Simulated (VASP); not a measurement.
# Lu (P6_3/mmc) in VASP: notebook

Runs on Lu. Level: PBE. Tasks: single point.

Everything below comes from runs of VASP 6.6.1. Logs are shortened: lines on timing, memory, paths and dates and some standing lists are left out, and cuts for length are marked.

### Step 1. The cell of the first run

Symmetry: P6_3/mmc, No. 194, hexagonal system. Conventional cell: a = 3.506 Å, b = 3.506 Å, c = 5.466 Å, α = 90.00°, β = 90.00°, γ = 120.00°. Lu (site symmetry -6m2) has 12 Lu at 3.40 to 3.51 Å within 4.5 Å.

### Step 2. Single point, PBE

Input file INCAR:

```
SYSTEM = Lu
PREC = Accurate
ENCUT = 520
EDIFF = 1E-6
ISMEAR = -1
SIGMA = 0.05
LREAL = .False.
LASPH = .True.
NELM = 100
ALGO = Normal
ISIF = 2
LWAVE = .False.
LCHARG = .False.
GGA = PE
NBANDS = 32
```

Input file KPOINTS:

```
Automatic mesh
0
Gamma
  14 14 8
  0 0 0
```

Input file POSCAR:

```
Lu
1.0
    3.5063221227      0.0000000000      0.0000000000
   -1.7531610614      3.0365640321      0.0000000000
    0.0000000000      0.0000000000      5.4662440976
Lu
2
Direct
    0.3333333333      0.6666666667      0.2500000000
    0.6666666667      0.3333333333      0.7500000000
```

Potentials or basis: VASP PAW PBE potentials, release 64 (Lu).

The run is started by

```sh
$ cat potpaw_PBE.64/Lu/POTCAR > POTCAR
$ mpirun -np 1 vasp_std > vasp.out
```

OUTCAR:

```text
SYSTEM = Lu
   PREC = Accurate
   ENCUT = 520
   EDIFF = 1E-6
   ISMEAR = -1
   LREAL = .False.
   LASPH = .True.
   NELM = 100
   ISIF = 2
   GGA = PE

 ion  position               nearest neighbor table
   1  0.333  0.667  0.250-   2 3.40   2 3.40   2 3.40   2 3.40   2 3.40   2 3.40
   2  0.667  0.333  0.750-   1 3.40   1 3.40   1 3.40   1 3.40   1 3.40   1 3.40

  LATTYP: Found a hexagonal cell.
 ALAT       =     3.5063221227
 C/A-ratio  =     1.5589680315

  Lattice vectors:

 A1 = (   3.5063221227,   0.0000000000,   0.0000000000)
 A2 = (  -1.7531610614,   3.0365640321,   0.0000000000)
 A3 = (   0.0000000000,   0.0000000000,   5.4662440976)

Analysis of symmetry for initial positions (statically):
=====================================================================
 Subroutine PRICEL returns:
 Original cell was already a primitive cell.

 Routine SETGRP: Setting up the symmetry group for a
 hexagonal supercell.

 Subroutine GETGRP returns: Found 24 space group operations
 (whereof 12 operations were pure point group operations)
 out of a pool of 24 trial point group operations.

The static configuration has the point symmetry D_3d.
 The point group associated with its full space group is D_6h.

Analysis of symmetry for dynamics (positions and initial velocities):
=====================================================================
 Subroutine PRICEL returns:
 Original cell was already a primitive cell.

 Routine SETGRP: Setting up the symmetry group for a
 hexagonal supercell.

 Subroutine GETGRP returns: Found 24 space group operations
 (whereof 12 operations were pure point group operations)
 out of a pool of 24 trial point group operations.

The dynamic configuration has the point symmetry D_3d.
 The point group associated with its full space group is D_6h.

 Subroutine INISYM returns: Found 24 space group operations
 (whereof 12 operations are pure point group operations),
 and found     1 'primitive' translations

----------------------------------------------------------------------------------------

                                     Primitive cell

  volume of cell :      58.2000

  direct lattice vectors                    reciprocal lattice vectors
     3.506322123  0.000000000  0.000000000     0.285199125  0.164659791  0.000000000
    -1.753161061  3.036564032  0.000000000     0.000000000  0.329319583  0.000000000
     0.000000000  0.000000000  5.466244098     0.000000000  0.000000000  0.182940970

  length of vectors
     3.506322123  3.506322123  5.466244098     0.329319583  0.329319583  0.182940970

  position of ions in fractional coordinates (direct lattice)
     0.333333333  0.666666667  0.250000000
     0.666666667  0.333333333  0.750000000

  ion indices of the primitive-cell ions
   primitive index   ion index
                 1           1
                 2           2

----------------------------------------------------------------------------------------

 KPOINTS: Automatic mesh

Automatic generation of k-mesh.
 Grid dimensions read from file:
 generate k-points for:   14   14    8

 Generating k-lattice:

  Cartesian coordinates                     Fractional coordinates (reciprocal lattice)
     0.020371366  0.011761414  0.000000000     0.071428571  0.000000000  0.000000000
     0.000000000  0.023522827  0.000000000     0.000000000  0.071428571  0.000000000
     0.000000000  0.000000000  0.022867621     0.000000000  0.000000000  0.125000000

  Length of vectors
     0.023522827  0.023522827  0.022867621

  Shift w.r.t. Gamma in fractional coordinates (k-lattice)
     0.000000000  0.000000000  0.000000000

 Subroutine IBZKPT returns following result:
 ===========================================

 Found    120 irreducible k-points:

 Following reciprocal coordinates:
            Coordinates               Weight
  0.000000  0.000000  0.000000      1.000000
  0.071429 -0.000000  0.000000      6.000000
  0.142857  0.000000  0.000000      6.000000
  0.214286 -0.000000  0.000000      6.000000
  0.285714 -0.000000  0.000000      6.000000
  0.357143  0.000000  0.000000      6.000000
[... 16 lines left out ...]
  0.285714  0.285714  0.000000      6.000000
  0.357143  0.285714  0.000000      6.000000
 [... further k-points ...]
   k-points           NKPTS =    120   k-points in BZ     NKDIM =    120   number of bands    NBANDS=     32
   number of dos      NEDOS =    301   number of ions     NIONS =      2
   total plane-waves  NPLWV =  32928
   dimension x,y,z NGX =    28 NGY =   28 NGZ =   42
   dimension x,y,z NGXF=    56 NGYF=   56 NGZF=   84
   ions per type =               2
   NGX,Y,Z   is equivalent  to a cutoff of  13.28, 13.28, 12.77 a.u.
   NGXF,Y,Z  is equivalent  to a cutoff of  26.55, 26.55, 25.55 a.u.
 SYSTEM =  Lu
   PREC   = accura    normal or accurate (medium, high low for compatibility)
   ISTART =      0    job   : 0-new  1-cont  2-samecut
   ICHARG =      2    charge: 1-file 2-atom 10-const
   ISPIN  =      1    spin polarized calculation?
   LNONCOLLINEAR =      F non collinear calculations
   LSORBIT =      F    spin-orbit coupling
   LASPH  =      T    aspherical Exc in radial PAW
   ENCUT  =  520.0 eV  38.22 Ry    6.18 a.u.   6.52  6.52 10.16*2*pi/ulx,y,z
   NELM   =    100;   NELMIN=  2; NELMDL= -5     # of ELM steps
   EDIFF  = 0.1E-05   stopping-criterion for ELM
   LREAL  =      F    real-space projection
   EDIFFG = 0.1E-04   stopping-criterion for IOM
   NSW    =      0    number of steps for IOM
   IBRION =     -1    ionic relax: 0-MD 1-quasi-New 2-CG
   NFREE  =      0    steps in history (QN), initial steepest desc. (CG)
   ISIF   =      2    stress and relaxation
   ISYM   =      2    0-nonsym 1-usesym 2-fastsym
   POTIM  = 0.5000    time-step for ionic-motion
   TEBEG  =    0.0;   TEEND  =   0.0 temperature during run
   PSTRESS=    0.0 pullay stress
   NELECT =      50.0000    total number of electrons
   NUPDOWN=      -1.0000    fix difference up-down
   EMIN   =  10.00;   EMAX   =-10.00  energy-range for DOS
   EFERMI =   0.00;   METHOD = LEGACY
   ISMEAR =    -1;   SIGMA  =   0.05  broadening in eV -4-tet -1-fermi 0-gaus
   EFERMI_NEDOS =   21; number of points for ismear=-14 and -15
   IALGO  =     38    algorithm
   IMIX   =      4    mixing-type and parameters
     AMIX     =   0.40;   BMIX     =  1.00
     AMIX_MAG =   1.60;   BMIX_MAG =  1.00
  volume/ion in A,a.u.               =      29.10       196.38
  Fermi-wavevector in a.u.,A,eV,Ry     =   1.556290  2.940961 32.953817  2.422037
  Thomas-Fermi vector in A             =   2.660107
   LORBIT       =      0    0 simple, 1 ext, 2 COOP (PROOUT), +10 PAW based schemes
   GGA     = PE    functional components
   LHFCALC =     F    Hartree Fock is set to
   AEXX    =    0.0000 exact exchange contribution
   IVDW    =     0    specifies the selected vdW correction
   LEPSILON=     F    determine dielectric tensor
   LRPA    =     F    only Hartree local field effects (RPA)
 non-spin polarized calculation
  energy-cutoff  :      520.00
  volume of cell :       58.20
 maximum number of plane-waves:      1616
 NGX is ok and might be reduce to    28
   NGX = 13   NGY = 13   NGZ = 21

 number of electron      49.9999994 magnetization

 Free energy of the ion-electron system (eV)
  ---------------------------------------------------
  ext. energy  EPLUGINS =         0.00000000
  ---------------------------------------------------
  free energy    TOTEN  =        -9.05635441 eV

  energy without entropy =       -9.02892721  energy(sigma->0) =       -9.04264081

 E-fermi :   2.2241     XC(G=0): -10.6674

 val. band max:        2.2218465174   @ k =   0.4286   0.1429   0.3750
 cond. band min:       2.2374027585   @ k =   0.4286   0.1429   0.3750
 fundamental gap:      0.0155562411
 Fermi energy:         2.2240844939

 k-point     1 :       0.0000    0.0000    0.0000
  band No.  band energies     occupation
      1     -53.9649      2.00000
      2     -53.9288      2.00000
      3     -24.9132      2.00000
      4     -24.4833      2.00000
      5     -24.4833      2.00000
      6     -24.3973      2.00000
[... 24 lines left out ...]
     31       5.6599      0.00000
     32       5.6599      0.00000

 k-point     2 :       0.0714   -0.0000    0.0000
  band No.  band energies     occupation
      1     -53.9638      2.00000
      2     -53.9284      2.00000
      3     -24.9049      2.00000
      4     -24.4994      2.00000
      5     -24.4890      2.00000
      6     -24.4145      2.00000
[... 24 lines left out ...]
     31       5.4779      0.00000
     32       5.5322      0.00000

 k-point     3 :       0.1429    0.0000    0.0000
  band No.  band energies     occupation
      1     -53.9604      2.00000
      2     -53.9274      2.00000
      3     -24.8811      2.00000
      4     -24.5445      2.00000
      5     -24.5044      2.00000
      6     -24.4617      2.00000
[... 24 lines left out ...]
     31       5.4842      0.00000
     32       5.5964      0.00000

 k-point     4 :       0.2143   -0.0000    0.0000
  band No.  band energies     occupation
      1     -53.9553      2.00000
      2     -53.9261      2.00000
      3     -24.8442      2.00000
      4     -24.6101      2.00000
      5     -24.5281      2.00000
      6     -24.5259      2.00000
[... 24 lines left out ...]
     31       5.9388      0.00000
     32       6.1200      0.00000

 k-point     5 :       0.2857   -0.0000    0.0000
  band No.  band energies     occupation
      1     -53.9494      2.00000
      2     -53.9250      2.00000
      3     -24.7979      2.00000
      4     -24.6833      2.00000
      5     -24.5993      2.00000
      6     -24.5490      2.00000
[... 584 lines left out ...]
     31       7.3557      0.00000
     32       8.6084      0.00000

 k-point    22 :       0.3571    0.2143    0.0000
  band No.  band energies     occupation
      1     -53.9336      2.00000
      2     -53.9261      2.00000
      3     -24.7721      2.00000
      4     -24.6877      2.00000
      5     -24.6500      2.00000
      6     -24.6413      2.00000
[... 24 lines left out ...]
     31       7.6997      0.00000
     32       8.3632      0.00000

 k-point    23 :       0.2857    0.2857    0.0000
  band No.  band energies     occupation
      1     -53.9330      2.00000
      2     -53.9264      2.00000
      3     -24.7561      2.00000
      4     -24.6934      2.00000
      5     -24.6432      2.00000
      6     -24.6381      2.00000
[... 24 lines left out ...]
     31       7.5076      0.00000
     32       8.3214      0.00000

 k-point    24 :       0.3571    0.2857    0.0000
  band No.  band energies     occupation
      1     -53.9307      2.00000
      2     -53.9277      2.00000
      3     -24.7584      2.00000
      4     -24.6699      2.00000
      5     -24.6689      2.00000
      6     -24.6139      2.00000
[... 24 lines left out ...]
     31       7.5675      0.00000
     32       7.8675      0.00000

 [... further k-points ...]
[... 5 lines left out ...]
  --------------------------------------------------------------------------------------
  -------------------------------------------------------------------------------------
  Total        0.1320304      0.1320304      0.1313221     -0.0000000      0.0000000      0.0000000
  in kB        3.6346387      3.6346387      3.6151395     -0.0000000      0.0000000      0.0000000
  external PRESSURE =       3.6281390 kB  Pullay stress =       0.0000000 kB

 VOLUME and BASIS-vectors are now :
 -----------------------------------------------------------------------------
  energy-cutoff  :      520.00
  volume of cell :       58.20
      direct lattice vectors                 reciprocal lattice vectors
     3.506322123  0.000000000  0.000000000     0.285199125  0.164659791  0.000000000
    -1.753161061  3.036564032  0.000000000     0.000000000  0.329319583  0.000000000
     0.000000000  0.000000000  5.466244098     0.000000000  0.000000000  0.182940970

 POSITION                                       TOTAL-FORCE (eV/Angst)
 -----------------------------------------------------------------------------------
     -0.00000      2.02438      1.36656         0.000000     -0.000000      0.000000
      1.75316      1.01219      4.09968        -0.000000      0.000000      0.000000
 -----------------------------------------------------------------------------------
    total drift:                               -0.000000      0.000000     -0.000000

  FREE ENERGIE OF THE ION-ELECTRON SYSTEM (eV)
  ---------------------------------------------------
  free  energy   TOTEN  =        -9.0563544139 eV

  energy  without entropy=       -9.0289272094  energy(sigma->0) =       -9.04264081
```

Wall time 3.3 min (1 thread of Intel Xeon 6975P-C, shared host); peak memory 0.32 GiB.

What came out:

* Free energy: -9.0564 eV
* Pressure: 0.4 GPa
* Band gap on the k mesh: zero (band 25 reaches 3.45 eV, above the bottom of band 26 at 1.58 eV)

Levels at points of the mesh, in eV from the Fermi level:
| k point | band 21 | band 22 | band 23 | band 24 | band 25 | band 26 | band 27 | band 28 | band 29 | band 30 |
| --- | --- | --- | --- | --- | --- | --- | --- | --- | --- | --- |
| (0.00, 0.00, 0.00) | -4.88 | -4.86 | -4.85 | -2.38 | 0.68 | 2.19 | 2.19 | 2.64 | 2.93 | 2.93 |
| (0.50, 0.00, 0.00) | -4.88 | -4.86 | -2.35 | -1.39 | -0.83 | -0.36 | 1.61 | 1.85 | 2.41 | 6.14 |
| (0.00, 0.00, 0.50) | -4.86 | -4.86 | -4.35 | -4.35 | 1.23 | 1.23 | 2.09 | 2.09 | 2.09 | 2.09 |
| (0.50, 0.00, 0.50) | -4.88 | -4.88 | -2.10 | -2.10 | 0.10 | 0.10 | 1.38 | 1.38 | 3.35 | 3.35 |

Caveat: spin-orbit coupling is left out, which moves the levels of the heavy elements.

(Continued in part 2 of 2.)
